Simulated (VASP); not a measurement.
# RbBr: single point with r2SCAN

Crystal: RbBr.

```xyz
2
Lattice="0.0000 3.4611 3.4611 3.4611 0.0000 3.4611 3.4611 3.4611 0.0000" Properties=species:S:1:pos:R:3 pbc="T T T"
Rb    0.0000    0.0000    0.0000
Br    3.4611    3.4611    3.4611
```

| Item | Value |
| --- | --- |
| Program | VASP 6.6.1 |
| Task | single point |
| Functional | r2SCAN |
| Potentials or basis | VASP PAW PBE potentials, release 64 (Rb_sv, Br) |
| Cutoff | 520 eV |
| k mesh | 6 × 6 × 6 |
| Occupations | fermi-dirac, width 0.02 eV |
| Spin | no spin polarisation |
| Dipole correction | no |
| Further INCAR settings | ALGO = Normal; EDIFF = 1e-06; NBANDS = 15 |

The pressure is 0.0 GPa. The band gap on the k mesh is 4.89 eV.

Levels at points of the mesh, in eV from the valence-band top:
```csv
k point,band 5,band 6,band 7,band 8,band 9,band 10,band 11,band 12
"(0.00, 0.00, 0.00)",-8.75,0.00,0.00,0.00,4.89,7.87,7.87,7.87
"(0.50, 0.00, 0.00)",-8.70,-0.92,-0.32,-0.32,7.21,8.17,10.13,10.13
"(0.50, 0.50, 0.00)",-8.81,-0.47,-0.16,-0.16,6.09,7.84,9.56,10.00
```

Wall time 33 s on 1 thread of Intel(R) Xeon(R) 6975P-C (Granite Rapids), with other jobs on the host, peak memory 0.21 GiB.

Caveat: the PAW data sets were made with another functional, which shifts forces and pressure a little.
